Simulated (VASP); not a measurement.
# Ba7LiTi8O23 (a cell with a defect) in VASP: relaxation of the atoms with PBEsol

Aim: the relaxation of the atoms of Ba7LiTi8O23 (a cell with a defect) with PBEsol.

Everything below comes from runs of VASP 6.6.1. Logs are shortened: lines on timing, memory, paths and dates and some standing lists are left out, and cuts for length are marked.

## Step 1: The cell of the first run

The cell holds a defect, 39 atoms: a = 7.940 Å, b = 7.940 Å, c = 7.940 Å, α = 90.00°, β = 90.00°, γ = 90.00°.

## Step 2: Relaxation of the atoms, PBEsol

Input file INCAR:

```
PREC = Accurate ; ENCUT = 650
EDIFF = 1E-7 ; ISMEAR = -1
SIGMA = 0.05 ; LREAL = Auto
LASPH = T ; NELM = 120
ALGO = Normal ; ISIF = 2
LWAVE = F ; LCHARG = F
GGA = PS ; IBRION = 2
NSW = 100 ; EDIFFG = -0.03
NELECT = 308.0 ; ISYM = -1
GGA_COMPAT = F ; NELMIN = 4
KPAR = 1
```

Input file KPOINTS:

```
explicit points
1
Reciprocal
  0.25000000   0.25000000   0.25000000 1
```

Input file POSCAR:

```
Ba7LiTi8O23
1.0
    7.9404200000      0.0000000000      0.0000000000
    0.0000000000      7.9404200000      0.0000000000
    0.0000000000      0.0000000000      7.9404200000
Ba Li Ti O
7 1 8 23
Direct
    0.9958130000      0.0017800000      0.0004250000
    0.9974090000      0.0023970000      0.4979920000
    0.9981460000      0.4986540000      0.9971860000
    0.0001110000      0.4978980000      0.5011780000
    0.5004120000      0.9994190000      0.0023760000
    0.5047260000      0.0005600000      0.4998400000
    0.4979540000      0.5053980000      0.9995830000
    0.4986440000      0.4974130000      0.5021530000
    0.2504290000      0.2463540000      0.2503520000
    0.2499030000      0.2475240000      0.7480910000
    0.2522200000      0.7543420000      0.2503110000
    0.2517950000      0.7499540000      0.7500800000
    0.7501090000      0.2524240000      0.2536550000
    0.7463900000      0.2491390000      0.7500820000
    0.7540050000      0.7462760000      0.2491270000
    0.7531700000      0.7507460000      0.7540750000
    0.2493900000      0.2460060000      0.5016200000
    0.2510990000      0.7511740000      0.0001330000
    0.2520140000      0.7492960000      0.5033220000
    0.7504350000      0.2511760000      0.9954380000
    0.7519010000      0.2510120000      0.4973100000
    0.7529850000      0.7483180000      0.9992470000
    0.7477450000      0.7474420000      0.5006090000
    0.0030810000      0.2481320000      0.2491740000
    0.9960250000      0.2506160000      0.7515850000
    0.0004850000      0.7479490000      0.2465280000
    0.9998750000      0.7497100000      0.7530860000
    0.4951400000      0.2500370000      0.2488160000
    0.5047030000      0.2509570000      0.7446680000
    0.5031190000      0.7493560000      0.2497890000
    0.4974180000      0.7479670000      0.7481050000
    0.2526800000      0.9978940000      0.2505540000
    0.2465080000      0.9963640000      0.7565930000
    0.2483250000      0.5019510000      0.2504510000
    0.2481350000      0.5021660000      0.7544960000
    0.7495870000      0.9957430000      0.2533050000
    0.7486410000      0.0009450000      0.7495020000
    0.7468080000      0.5070840000      0.2504880000
    0.7492420000      0.5012580000      0.7504930000
```

Potentials or basis: VASP PAW PBE potentials, release 64 (Ba_sv, Li_sv, Ti_sv, O).

The run is started by

```bash
> cat potpaw_PBE.64/Ba_sv/POTCAR potpaw_PBE.64/Li_sv/POTCAR potpaw_PBE.64/Ti_sv/POTCAR potpaw_PBE.64/O/POTCAR > POTCAR
> mpirun -np 4 vasp_std > vasp.out
```

OUTCAR:

```text
PREC = Accurate
   ENCUT = 650
   EDIFF = 1E-7
   ISMEAR = -1
   LREAL = Auto
   LASPH = T
   NELM = 120
   ISIF = 2
   GGA = PS
   IBRION = 2
   NSW = 100
   EDIFFG = -0.03
   NELECT = 308.0
   ISYM = -1
   NELMIN = 4

 ion  position               nearest neighbor table
   1  0.996  0.002  0.000-  33 2.78  20 2.78  24 2.78  22 2.79  25 2.79  37 2.80  36 2.80  27 2.80
                            26 2.81  18 2.84  32 2.85  16 3.39  15 3.42  14 3.43   9 3.43  13 3.44
   2  0.997  0.002  0.498-  36 2.77  21 2.77  24 2.78  17 2.78  37 2.81  25 2.82  32 2.82  23 2.83
                            26 2.84  19 2.85  27 2.85  33 2.85  13 3.40   9 3.41  10 3.43  15 3.43
   3  0.998  0.499  0.997-  35 2.77  25 2.77  22 2.78  20 2.78  27 2.78  39 2.78  26 2.80  24 2.82
                            34 2.83  38 2.83  18 2.84  16 3.39  15 3.41  14 3.43  13 3.44  10 3.45
   4  0.000  0.498  0.501-  21 2.78  25 2.79  34 2.80  39 2.81  17 2.81  35 2.82  24 2.82  23 2.82
                            19 2.83  27 2.83  38 2.83  26 2.83  13 3.41  15 3.42  10 3.42  14 3.44
   5  0.500  0.999  0.002-  32 2.78  28 2.79  30 2.79  18 2.79  33 2.81  36 2.81  37 2.81  20 2.82
                            22 2.83  31 2.84  29 2.86  11 3.40   9 3.41  14 3.43  16 3.44  12 3.44
   6  0.505  0.001  0.500-  36 2.76  37 2.77  29 2.78  23 2.79  21 2.79  28 2.81  17 2.81  31 2.81
                            30 2.81  32 2.81  19 2.83  33 2.89  14 3.40  13 3.41  11 3.43   9 3.44
   7  0.498  0.505  1.000-  18 2.77  31 2.77  30 2.78  35 2.78  22 2.80  38 2.81  39 2.81  34 2.81
                            28 2.83  20 2.85  29 2.86  12 3.39  11 3.42  16 3.42  15 3.42  14 3.46
   8  0.499  0.497  0.502-
   9  0.250  0.246  0.250-  28 1.94  24 1.96  32 1.97  17 2.00  34 2.03   2 3.41   5 3.41   1 3.43
                             6 3.44   4 3.45   7 3.47   3 3.47
  10  0.250  0.248  0.748-  17 1.96  33 2.00  25 2.02  35 2.02  29 2.02   4 3.42   2 3.43   6 3.44
                             3 3.45   1 3.45   5 3.45   7 3.47
  11  0.252  0.754  0.250-  32 1.93  18 1.99  30 1.99  26 2.00  34 2.00  19 2.01   5 3.40   7 3.42
                             6 3.43   2 3.44   1 3.46   4 3.48   3 3.50
  12  0.252  0.750  0.750-  31 1.95  33 1.96  19 1.96  35 1.97  18 1.99  27 2.00   7 3.39   5 3.44
                             3 3.45   4 3.45   6 3.46   1 3.48   2 3.48
  13  0.750  0.252  0.254-  21 1.93  24 2.01  38 2.02  28 2.03  36 2.04  20 2.05   2 3.40   4 3.41
                             6 3.41   1 3.44   3 3.44   5 3.46   7 3.48
  14  0.746  0.249  0.750-  29 1.92  20 1.95  37 1.97  25 1.98  39 2.00  21 2.01   6 3.40   1 3.43
                             5 3.43   3 3.43   2 3.44   4 3.44   7 3.46
  15  0.754  0.746  0.249-  38 1.90  26 1.96  36 1.98  22 1.98  30 1.99  23 2.00   3 3.41   1 3.42
                             4 3.42   7 3.42   2 3.43   5 3.45   6 3.46
  16  0.753  0.751  0.754-  22 1.95  27 1.96  39 1.98  37 1.99  23 2.01  31 2.03   1 3.39   3 3.39
                             7 3.42   5 3.44   2 3.45   6 3.45   4 3.45
  17  0.249  0.246  0.502-  10 1.96   9 2.00   2 2.78   6 2.81   4 2.81
  18  0.251  0.751  0.000-  12 1.99  11 1.99   7 2.77   5 2.79   3 2.84   1 2.84
  19  0.252  0.749  0.503-  12 1.96  11 2.01   4 2.83   6 2.83   2 2.85
  20  0.750  0.251  0.995-  14 1.95  13 2.05   1 2.78   3 2.78   5 2.82   7 2.85
  21  0.752  0.251  0.497-  13 1.93  14 2.01   2 2.77   4 2.78   6 2.79
[... 4 lines left out ...]
  26  0.000  0.748  0.247-  15 1.96  11 2.00   3 2.80   1 2.81   4 2.83   2 2.84
  27  1.000  0.750  0.753-  16 1.96  12 2.00   3 2.78   1 2.80   4 2.83   2 2.85
  28  0.495  0.250  0.249-   9 1.94  13 2.03   5 2.79   6 2.81   7 2.83
  29  0.505  0.251  0.745-  14 1.92  10 2.02   6 2.78   5 2.86   7 2.86
  30  0.503  0.749  0.250-  15 1.99  11 1.99   7 2.78   5 2.79   6 2.81
  31  0.497  0.748  0.748-  12 1.95  16 2.03   7 2.77   6 2.81   5 2.84
  32  0.253  0.998  0.251-  11 1.93   9 1.97   5 2.78   6 2.81   2 2.82   1 2.85
  33  0.247  0.996  0.757-  12 1.96  10 2.00   1 2.78   5 2.81   2 2.85   6 2.89
  34  0.248  0.502  0.250-  11 2.00   9 2.03   4 2.80   7 2.81   3 2.83
  35  0.248  0.502  0.754-  12 1.97  10 2.02   3 2.77   7 2.78   4 2.82
  36  0.750  0.996  0.253-  15 1.98  13 2.04   6 2.76   2 2.77   1 2.80   5 2.81
  37  0.749  0.001  0.750-  14 1.97  16 1.99   6 2.77   1 2.80   2 2.81   5 2.81
  38  0.747  0.507  0.250-  15 1.90  13 2.02   7 2.81   4 2.83   3 2.83
  39  0.749  0.501  0.750-  16 1.98  14 2.00   3 2.78   4 2.81   7 2.81

IMPORTANT INFORMATION: All symmetrisations will be switched off!
NOSYMM: (Re-)initialisation of all symmetry stuff for point group C_1.

----------------------------------------------------------------------------------------

                                     Primitive cell

  volume of cell :     500.6456

  direct lattice vectors                    reciprocal lattice vectors
[... 57 lines left out ...]
   ENCUT  =  650.0 eV  47.77 Ry    6.91 a.u.  16.51 16.51 16.51*2*pi/ulx,y,z
   NELM   =    120;   NELMIN=  4; NELMDL= -5     # of ELM steps
   EDIFF  = 0.1E-06   stopping-criterion for ELM
   LREAL  =      T    real-space projection
   EDIFFG = -.3E-01   stopping-criterion for IOM
   NSW    =    100    number of steps for IOM
   IBRION =      2    ionic relax: 0-MD 1-quasi-New 2-CG
   NFREE  =      1    steps in history (QN), initial steepest desc. (CG)
   ISIF   =      2    stress and relaxation
   ISYM   =     -1    0-nonsym 1-usesym 2-fastsym
   POTIM  = 0.5000    time-step for ionic-motion
   TEBEG  =    0.0;   TEEND  =   0.0 temperature during run
   PSTRESS=    0.0 pullay stress
   NELECT =     308.0000    total number of electrons
   NUPDOWN=      -1.0000    fix difference up-down
   EMIN   =  10.00;   EMAX   =-10.00  energy-range for DOS
   EFERMI =   0.00;   METHOD = LEGACY
   ISMEAR =    -1;   SIGMA  =   0.05  broadening in eV -4-tet -1-fermi 0-gaus
   EFERMI_NEDOS =   21; number of points for ismear=-14 and -15
   IALGO  =     38    algorithm
   IMIX   =      4    mixing-type and parameters
     AMIX     =   0.40;   BMIX     =  1.00
     AMIX_MAG =   1.60;   BMIX_MAG =  1.00
  volume/ion in A,a.u.               =      12.84        86.63
  Fermi-wavevector in a.u.,A,eV,Ry     =   1.392349  2.631159 26.376759  1.938637
  Thomas-Fermi vector in A             =   2.516101
   LORBIT       =      0    0 simple, 1 ext, 2 COOP (PROOUT), +10 PAW based schemes
   GGA     = PS    functional components
   LHFCALC =     F    Hartree Fock is set to
   AEXX    =    0.0000 exact exchange contribution
   IVDW    =     0    specifies the selected vdW correction
   LEPSILON=     F    determine dielectric tensor
   LRPA    =     F    only Hartree local field effects (RPA)
 conjugate gradient relaxation of ions
 non-spin polarized calculation
  energy-cutoff  :      650.00
  volume of cell :      500.65
 maximum number of plane-waves:     18865
 NGX is ok and might be reduce to    70
   NGX = 33   NGY = 33   NGZ = 33

--------------------------------------- Ionic step        1  -------------------------------------------

 number of electron     307.9999994 magnetization

 Free energy of the ion-electron system (eV)
  ---------------------------------------------------
  ext. energy  EPLUGINS =         0.00000000
  ---------------------------------------------------
  free energy    TOTEN  =      -315.90073221 eV

  energy without entropy =     -315.84100325  energy(sigma->0) =     -315.87086773

------------------------ aborting loop because EDIFF is reached ----------------------------------------

  FORCE on cell =-STRESS in cart. coord.  units (eV):
  Direction    XX          YY          ZZ          XY          YZ          ZX
  --------------------------------------------------------------------------------------
  -------------------------------------------------------------------------------------
  Total        7.0703100      6.7916889      9.1054260     -1.7514203     -2.3136181     -2.4530071
  in kB       22.6265642     21.7349149     29.1393881     -5.6049344     -7.4040925     -7.8501682
  external PRESSURE =      24.5002891 kB  Pullay stress =       0.0000000 kB
[... 200 lines left out ...]
  FREE ENERGIE OF THE ION-ELECTRON SYSTEM (eV)
  ---------------------------------------------------
  free  energy   TOTEN  =      -316.6365048317 eV

  energy  without entropy=     -316.5301218825  energy(sigma->0) =     -316.58331336

[... ionic steps 4 to 65 ...]

--------------------------------------- Ionic step       66  -------------------------------------------

 number of electron     308.0000024 magnetization

------------------------ aborting loop because EDIFF is reached ----------------------------------------
[... 141 lines left out ...]
--------------------------------------- Ionic step       68  -------------------------------------------

 number of electron     308.0000025 magnetization

 Free energy of the ion-electron system (eV)
  ---------------------------------------------------
  ext. energy  EPLUGINS =         0.00000000
  ---------------------------------------------------
  free energy    TOTEN  =      -317.25676387 eV

  energy without entropy =     -317.20937270  energy(sigma->0) =     -317.23306829

 E-fermi :   6.0497     XC(G=0): -11.3175

 val. band max:        5.9053854351   @ k =   0.2500   0.2500   0.2500
 cond. band min:       6.2272281075   @ k =   0.2500   0.2500   0.2500
 fundamental gap:      0.3218426724
 Fermi energy:         6.0497076129

 k-point     1 :       0.2500    0.2500    0.2500
  band No.  band energies     occupation
      1     -52.4999      2.00000
      2     -52.4818      2.00000
      3     -52.4002      2.00000
      4     -52.3981      2.00000
      5     -52.3903      2.00000
      6     -52.3895      2.00000
[... 158 lines left out ...]
    165       7.1667      0.00000
    166       7.1725      0.00000
 [bands above 166 left out]

------------------------ aborting loop because EDIFF is reached ----------------------------------------

  FORCE on cell =-STRESS in cart. coord.  units (eV):
  Direction    XX          YY          ZZ          XY          YZ          ZX
  --------------------------------------------------------------------------------------
  -------------------------------------------------------------------------------------
  Total       14.1607823     13.9442875     15.7246097     -1.2121615     -1.0180949     -0.8868368
  in kB       45.3176525     44.6248211     50.3222481     -3.8791864     -3.2581300     -2.8380748
  external PRESSURE =      46.7549072 kB  Pullay stress =       0.0000000 kB
[... 54 lines left out ...]
  FREE ENERGIE OF THE ION-ELECTRON SYSTEM (eV)
  ---------------------------------------------------
  free  energy   TOTEN  =      -317.2567638708 eV

  energy  without entropy=     -317.2093727008  energy(sigma->0) =     -317.23306829

 reached required accuracy - stopping structural energy minimisation
```

Run time: 39 min. Hardware: 4 MPI ranks of AMD EPYC 9R45 (Zen 5), shared host; peak memory 0.34 GiB.

Results:

```yaml
Free_energy: -317.2568 eV
Energy_gained_by_relaxing: 34.8 meV/atom
Ionic_steps: 68
Largest_force_after_relaxing: 0.028 eV/Å
```

Forces in eV/Å, atoms in the order of the input:
```
Ba  -0.006  0.002  0.003
Ba  -0.004 -0.003 -0.008
Ba  -0.004 -0.003  0.006
Ba  -0.001  0.000 -0.006
Ba   0.004  0.002  0.002
Ba   0.002  0.002 -0.001
Ba   0.002 -0.004 -0.001
Li  -0.026  0.008 -0.003
Ti  -0.014  0.001  0.018
Ti  -0.001 -0.003 -0.010
Ti  -0.003  0.003  0.001
Ti  -0.001 -0.005 -0.010
Ti   0.017  0.000 -0.002
Ti  -0.001 -0.001  0.005
Ti   0.006 -0.010  0.002
Ti   0.003 -0.003 -0.003
O    0.002  0.000 -0.014
O    0.003  0.000 -0.008
O    0.005 -0.001  0.016
O   -0.002  0.003 -0.006
O    0.001  0.000  0.006
O   -0.001  0.002 -0.005
O   -0.005  0.001  0.004
O   -0.005  0.003 -0.003
O    0.002  0.000  0.007
O    0.010  0.001 -0.003
O    0.011  0.004  0.002
O    0.008  0.000  0.008
O    0.006 -0.001 -0.002
O   -0.006  0.002 -0.002
O   -0.013  0.004  0.005
O    0.008 -0.005 -0.006
O   -0.002 -0.002  0.008
O    0.005  0.000  0.007
O    0.001  0.012  0.001
O    0.000  0.006 -0.004
O    0.001  0.000  0.000
O    0.001 -0.012 -0.003
O   -0.003 -0.003 -0.003
```

Step by step:
```
step  energy change (eV)  largest force (eV/Å)  pressure (GPa)
   1              0.0000                2.5754            2.45
   3             -0.7358                0.7921            2.80
   5             -0.8903                0.4492            3.27
   7             -0.9604                0.4378            3.50
   9             -0.9831                0.2209            3.62
  11             -0.9980                0.2540            3.58
  13             -1.0087                0.2678            3.53
  15             -1.0274                0.2986            3.57
  17             -1.0687                0.3665            3.93
  19             -1.0797                0.5742            4.23
  21             -1.1099                0.5109            4.39
  23             -1.1601                0.3559            4.59
  25             -1.2052                0.2159            4.25
  27             -1.2296                0.1600            4.14
  29             -1.2497                0.1561            4.13
  31             -1.2588                0.1794            4.15
  33             -1.2680                0.1204            4.15
  35             -1.2771                0.2186            4.12
  37             -1.2905                0.2447            4.12
  39             -1.3028                0.3740            4.47
  41             -1.3147                0.2180            4.40
  43             -1.3303                0.1440            4.67
  45             -1.3405                0.0995            4.65
  47             -1.3422                0.0937            4.63
  49             -1.3450                0.0816            4.61
  51             -1.3468                0.0815            4.60
  53             -1.3485                0.0818            4.59
  55             -1.3501                0.0794            4.57
  57             -1.3513                0.0649            4.58
  59             -1.3530                0.0550            4.62
  61             -1.3544                0.0441            4.66
  63             -1.3553                0.0390            4.68
  65             -1.3557                0.0357            4.68
  67             -1.3560                0.0311            4.67
  68             -1.3560                0.0279            4.68
```

Final structure:
```yaml
crystal:
  lattice:
    - [7.94042, 0.00000, 0.00000]
    - [0.00000, 7.94042, 0.00000]
    - [0.00000, 0.00000, 7.94042]
  atoms:
    - { symbol: Ba, position: [0.00154, 0.00137, 0.00263] }
    - { symbol: Ba, position: [0.99935, 0.99944, 0.49981] }
    - { symbol: Ba, position: [0.99749, 0.50170, 0.00032] }
    - { symbol: Ba, position: [0.00047, 0.50288, 0.49978] }
    - { symbol: Ba, position: [0.50147, 0.99759, 0.00037] }
    - { symbol: Ba, position: [0.50272, 0.99994, 0.49980] }
    - { symbol: Ba, position: [0.50251, 0.50272, 0.00377] }
    - { symbol: Li, position: [0.56970, 0.56243, 0.55664] }
    - { symbol: Ti, position: [0.26191, 0.26204, 0.26461] }
    - { symbol: Ti, position: [0.25939, 0.25933, 0.73092] }
    - { symbol: Ti, position: [0.25871, 0.75569, 0.25592] }
    - { symbol: Ti, position: [0.25884, 0.75237, 0.75118] }
    - { symbol: Ti, position: [0.75540, 0.25880, 0.25592] }
    - { symbol: Ti, position: [0.75268, 0.25836, 0.75141] }
    - { symbol: Ti, position: [0.75173, 0.75192, 0.25881] }
    - { symbol: Ti, position: [0.75663, 0.75668, 0.75633] }
    - { symbol: O, position: [0.23714, 0.23722, 0.49812] }
    - { symbol: O, position: [0.24810, 0.74564, 0.99646] }
    - { symbol: O, position: [0.24453, 0.74825, 0.49508] }
    - { symbol: O, position: [0.74560, 0.24808, 0.99676] }
    - { symbol: O, position: [0.74756, 0.24553, 0.49546] }
    - { symbol: O, position: [0.74568, 0.74599, 0.99402] }
    - { symbol: O, position: [0.74164, 0.74124, 0.49741] }
    - { symbol: O, position: [0.99431, 0.24704, 0.24505] }
    - { symbol: O, position: [0.99409, 0.24726, 0.75205] }
    - { symbol: O, position: [0.99186, 0.74593, 0.24898] }
    - { symbol: O, position: [0.99361, 0.74524, 0.74647] }
    - { symbol: O, position: [0.49055, 0.24301, 0.23745] }
    - { symbol: O, position: [0.49131, 0.24401, 0.75707] }
    - { symbol: O, position: [0.49532, 0.74750, 0.24770] }
    - { symbol: O, position: [0.49609, 0.73926, 0.73975] }
    - { symbol: O, position: [0.24665, 0.99464, 0.24485] }
    - { symbol: O, position: [0.24786, 0.99405, 0.75196] }
    - { symbol: O, position: [0.24280, 0.49079, 0.23748] }
    - { symbol: O, position: [0.24343, 0.49123, 0.75709] }
    - { symbol: O, position: [0.74580, 0.99224, 0.24947] }
    - { symbol: O, position: [0.74491, 0.99386, 0.74644] }
    - { symbol: O, position: [0.74691, 0.49564, 0.24803] }
    - { symbol: O, position: [0.74029, 0.49593, 0.74042] }
```

Caveat: the cell carries a net charge on a neutralising background, which shifts energy and pressure; the cell is charged against a uniform background, so pressure and absolute levels hang on convention; the PAW data sets were made with another functional, which shifts forces and pressure a little; spin-orbit coupling is left out, which moves the levels of the heavy elements.
